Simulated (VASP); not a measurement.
# Fe in VASP: notebook, part 2 of 2

VASP 6.6.1.

## (3) Relaxation of cell and atoms, PBEsol, collinear spin, ferromagnetic start

This run uses another cell than the first one, of 11.44 Å³/atom, 1.027 times its volume.

INCAR reads:

```
  PREC = Accurate
  ENCUT = 600
  EDIFF = 1E-7
  ISMEAR = 0
  SIGMA = 0.1
  LREAL = F
  LASPH = T
  NELM = 150
  ALGO = Normal
  ISIF = 3
  LWAVE = F
  LCHARG = F
  ISPIN = 2
  MAGMOM = 2.52
  LORBIT = 11
  LMAXMIX = 4
  GGA = PS
  IBRION = 2
  NSW = 90
  EDIFFG = -0.04
```

KPOINTS reads:

```
Automatic mesh
0
Gamma
  8 8 8
```

POSCAR reads:

```
Fe
1.0
    0.0000000000      1.9417396906      1.9651051623
    1.4984397099      0.0000000000      1.9651051623
    1.4984397099      1.9417396906      0.0000000000
Fe
1
Direct
    0.0000000000      0.0000000000      0.0000000000
```

Potentials or basis: VASP PAW PBE potentials, release 64 (Fe).

The run is started by

```sh
cat potpaw_PBE.64/Fe/POTCAR > POTCAR
mpirun -np 1 vasp_std > vasp.out
```

OUTCAR:

```text
PREC = Accurate
   ENCUT = 600
   EDIFF = 1E-7
   ISMEAR = 0
   LREAL = F
   LASPH = T
   NELM = 150
   ISIF = 3
   ISPIN = 2
   LORBIT = 11
   GGA = PS
   IBRION = 2
   NSW = 90
   EDIFFG = -0.04

 ion  position               nearest neighbor table
   1  0.000  0.000  0.000-

  LATTYP: Found a face centered orthorhombic cell.
 ALAT       =     2.9968794198
 B/A-ratio  =     1.2958410524
 C/A-ratio  =     1.3114342535

  Lattice vectors:

 A1 = (   0.0000000000,   1.9417396906,   1.9651051623)
 A2 = (   1.4984397099,   0.0000000000,   1.9651051623)
 A3 = (   1.4984397099,   1.9417396906,   0.0000000000)

Analysis of symmetry for initial positions (statically):
=====================================================================
 Subroutine PRICEL returns:
 Original cell was already a primitive cell.

 Routine SETGRP: Setting up the symmetry group for a
 face centered orthorhombic supercell.

 Subroutine GETGRP returns: Found  8 space group operations
 (whereof  8 operations were pure point group operations)
 out of a pool of  8 trial point group operations.

The static configuration has the point symmetry D_2h.

Analysis of symmetry for dynamics (positions and initial velocities):
=====================================================================
 Subroutine PRICEL returns:
 Original cell was already a primitive cell.

 Routine SETGRP: Setting up the symmetry group for a
 face centered orthorhombic supercell.

 Subroutine GETGRP returns: Found  8 space group operations
 (whereof  8 operations were pure point group operations)
 out of a pool of  8 trial point group operations.

[... 406 lines left out ...]

 number of electron       7.9999998 magnetization       2.0000956

 Free energy of the ion-electron system (eV)
  ---------------------------------------------------
  ext. energy  EPLUGINS =         0.00000000
  ---------------------------------------------------
  free energy    TOTEN  =        -8.91021192 eV

  energy without entropy =       -8.90415050  energy(sigma->0) =       -8.90718121

 E-fermi :   6.3091     XC(G=0): -13.5993

 val. band max:        6.2801514479   @ k =  -0.3750   0.3750   0.1250
 cond. band min:       6.3312884151   @ k =   0.3750   0.0000   0.3750
 fundamental gap:      0.0511369671
 Fermi energy:         6.3091036309

 spin component 1

 k-point     1 :       0.0000    0.0000    0.0000
  band No.  band energies     occupation
      1      -2.5812      1.00000
      2       3.8799      1.00000
      3       3.8912      1.00000
      4       3.9061      1.00000
      5       5.2451      1.00000
      6       5.2465      1.00000
      7      31.6985      0.00000
      8      31.7487      0.00000
      9      31.7852      0.00000
[... 265 lines left out ...]
 k-point    24 :       0.3750   -0.0000    0.1250
  band No.  band energies     occupation
      1       0.9497      1.00000
      2       3.0470      1.00000
      3       3.5203      1.00000
      4       5.0554      1.00000
      5       5.5144      1.00000
      6       6.4183      0.06133
      7      20.0420      0.00000
      8      23.8595      0.00000
      9      28.3116      0.00000

 [... further k-points ...]

 spin component 2

 k-point     1 :       0.0000    0.0000    0.0000
  band No.  band energies     occupation
      1      -2.3490      1.00000
      2       5.5983      1.00000
      3       5.6145      1.00000
      4       5.6350      1.00000
      5       7.7519      0.00000
      6       7.7541      0.00000
      7      31.6005      0.00000
      8      31.6513      0.00000
      9      31.6884      0.00000
[... 304 lines left out ...]
  FREE ENERGIE OF THE ION-ELECTRON SYSTEM (eV)
  ---------------------------------------------------
  free  energy   TOTEN  =        -8.9102119248 eV

  energy  without entropy=       -8.9041504980  energy(sigma->0) =       -8.90718121

 reached required accuracy - stopping structural energy minimisation

 total charge

# of ion       s       p       d       tot
------------------------------------------
    1        0.512   0.593   6.291   7.396

 magnetization (x)

# of ion       s       p       d       tot
------------------------------------------
    1       -0.015  -0.056   2.055   1.984
```

OSZICAR:

```text
N       E                     dE             d eps       ncg     rms          rms(c)
DAV:   1     0.172863077354E+02    0.17286E+02   -0.44885E+03  3500   0.120E+03
DAV:   2    -0.970451050711E+01   -0.26991E+02   -0.25488E+02  3458   0.136E+02
DAV:   3    -0.100658224189E+02   -0.36131E+00   -0.35801E+00  3818   0.215E+01
[... 80 lines left out ...]
DAV:   6    -0.891021162953E+01   -0.23280E-05   -0.17493E-05  3987   0.454E-02    0.110E-02
DAV:   7    -0.891021226545E+01   -0.63592E-06   -0.20616E-06  3482   0.207E-02    0.654E-03
DAV:   8    -0.891021204691E+01    0.21854E-06   -0.46552E-07  3451   0.930E-03    0.167E-03
DAV:   9    -0.891021192458E+01    0.12233E-06   -0.26669E-08  1747   0.225E-03    0.572E-04
DAV:  10    -0.891021192476E+01   -0.17883E-09   -0.46635E-09  1722   0.932E-04
   8 F= -.89102119E+01 E0= -.89071812E+01  d E =-.184005E-02  mag=     2.0001
```

CONTCAR:

```text
Fe
   1.00000000000000
    -0.0000000000000000    1.9689428844572330    1.9632252116856883
     1.3898473585636844    0.0000000000000000    1.9632252116856883
     1.3898473585636844    1.9689428844572330    0.0000000000000000
  Fe
     1
Direct
     0.0000000000000000    0.0000000000000000    0.0000000000000000

  0.00000000E+00  0.00000000E+00  0.00000000E+00
```

Wall time 63 s (1 thread of Intel Xeon Platinum 8375C at 2.90GHz (Ice Lake), shared host); peak memory 0.16 GiB.

What came out:

| Property | Result |
| --- | --- |
| Free energy | -8.9102 eV |
| Relaxed volume | 10.74 Å³/atom |
| Relaxed cell | a = 2.780 Å, b = 2.405 Å, c = 2.410 Å, α = 70.54°, β = 54.65°, γ = 54.81° |
| Space group after relaxing (to 0.05 Å) | Im-3m (No. 229) |
| Energy gained by relaxing | 40.3 meV/atom |
| Ionic steps | 8 |
| Pressure after relaxing | 0.0 GPa |
| Band gap on the k mesh | zero (filled and empty bands overlap) |
| Net moment | 2.00 μB per cell |
| Site moments | Fe +1.98 μB |
| Valence electrons inside the program's atomic spheres | Fe 7.40 |

Step by step:
```csv
step,energy change (eV),largest force (eV/Å),pressure (GPa),volume (Å³)
1,0.0000,0.0000,-8.33,11.44
2,-0.0221,0.0000,7.16,10.48
3,-0.0251,0.0000,1.44,10.71
4,-0.0252,0.0000,2.03,10.68
5,-0.0372,0.0000,3.05,10.62
6,-0.0385,0.0000,3.79,10.59
7,-0.0358,0.0000,-5.48,10.99
8,-0.0403,0.0000,-0.02,10.74
```

Final structure:
```
Fe
1.0
     0.00000    1.96894    1.96323
     1.38985    0.00000    1.96323
     1.38985    1.96894    0.00000
Fe
1
Direct
  0.00000 0.00000 0.00000
```

Caveat: the k points lie up to 0.40 Å⁻¹ apart in the final cell; the PAW data sets were made with another functional, which shifts forces and pressure a little.

## (4) Single point, PBEsol

This run uses another cell than the first one: it holds 2 atoms, not 1.

INCAR reads:

```
SYSTEM = Fe
ALGO = Normal
EDIFF = 1E-6
ENCUT = 600
GGA = PS
GGA_COMPAT = .False.
ISIF = 2
ISMEAR = 0
LASPH = .True.
LCHARG = .True.
LELF = .True.
LREAL = .False.
LVHAR = .True.
LWAVE = .False.
NBANDS = 23
NELM = 120
PREC = Accurate
SIGMA = 0.1
```

KPOINTS reads:

```
k-points
0
Gamma
  10 10 10
  0 0 0
```

POSCAR reads:

```
Fe
1.0
   -1.2257060327      1.2257060327      3.6252759088
    1.2257060327     -1.2257060327      3.6252759088
    1.2257060327      1.2257060327     -3.6252759088
Fe
2
Direct
    0.8517717394      0.8517717394      0.0000000000
    0.1482282606      0.1482282606      0.0000000000
```

Potentials or basis: VASP PAW PBE potentials, release 64 (Fe_sv).

The run is started by

```sh
cat potpaw_PBE.64/Fe_sv/POTCAR > POTCAR
mpirun -np 1 vasp_std > vasp.out
```

It took 1.8 min on 1 thread of Intel Xeon Platinum 8259CL at 2.50GHz (Skylake/Cascade Lake), shared host; peak memory 0.2 GiB.

It converged, with:

```
Free energy            : -17.2251 eV
Pressure               : -3.8 GPa
Largest force          : 0.026 eV/Å
Band gap on the k mesh : zero (band 16 reaches 13.82 eV, above the bottom of band 17 at 11.68 eV)
```

Forces in eV/Å, atoms in the order of the input:
```
Fe   0.000  0.000 -0.026
Fe   0.000  0.000  0.026
```

Stress tensor (GPa, compression positive):
```
-3.62  0.00  0.00
 0.00 -3.62  0.00
 0.00  0.00 -4.01
```

Levels at points of the mesh, in eV from the Fermi level:
| k point | band 14 | band 15 | band 16 | band 17 | band 18 | band 19 |
| --- | --- | --- | --- | --- | --- | --- |
| (0.00, 0.00, 0.00) | -0.86 | -0.86 | -0.16 | -0.08 | -0.08 | 1.13 |
| (0.50, 0.00, 0.00) | -1.51 | -1.14 | -0.32 | 0.51 | 1.13 | 2.17 |
| (0.50, 0.50, 0.00) | -1.13 | 1.00 | 1.27 | 1.37 | 1.46 | 3.45 |
| (0.50, 0.50, 0.50) | -1.87 | -1.48 | -0.03 | 0.98 | 1.19 | 1.31 |

Caveat: the k points lie up to 0.36 Å⁻¹ apart; the PAW data sets were made with another functional, which shifts forces and pressure a little; the run has no spin polarisation, though such a crystal can be magnetic.

## (5) Overview

| task | potentials or basis | spin | cell | k mesh | cutoff (eV) | second run | gap on the mesh (eV) | pressure (GPa) | moment (μB) |
| --- | --- | --- | --- | --- | --- | --- | --- | --- | --- |
| single point | VASP PAW PBE potentials, release 64 (Fe) | collinear, ferromagnetic start | a = 2.589 Å, angles 125.3, 125.3, 81.1°, 1 atom | 24 × 24 × 24 | 520 | - | none | 0.1 | 2.28 |
| relaxation of cell and atoms | VASP PAW PBE potentials, release 64 (Fe) | collinear, ferromagnetic start | relaxed from a = 2.763, b = 2.471, c = 2.453 Å, angles 68.3, 56.2, 55.6°, 1 atom | 8 × 8 × 8 | 600 | - | none | 0.0 | 2.00 |
| single point | VASP PAW PBE potentials, release 64 (Fe_sv) | off | a = 4.018 Å, angles 144.5, 144.5, 51.1°, 2 atoms | 10 × 10 × 10 | 600 | valence_matched | none | -3.8 | - |

Alike in all rows: level PBEsol; smearing gaussian 0.1 eV.

Caveats: some runs use coarse meshes; the PAW data sets were made with another functional, which shifts forces and pressure a little.

Absolute energies hang on the potentials; compare differences alone.
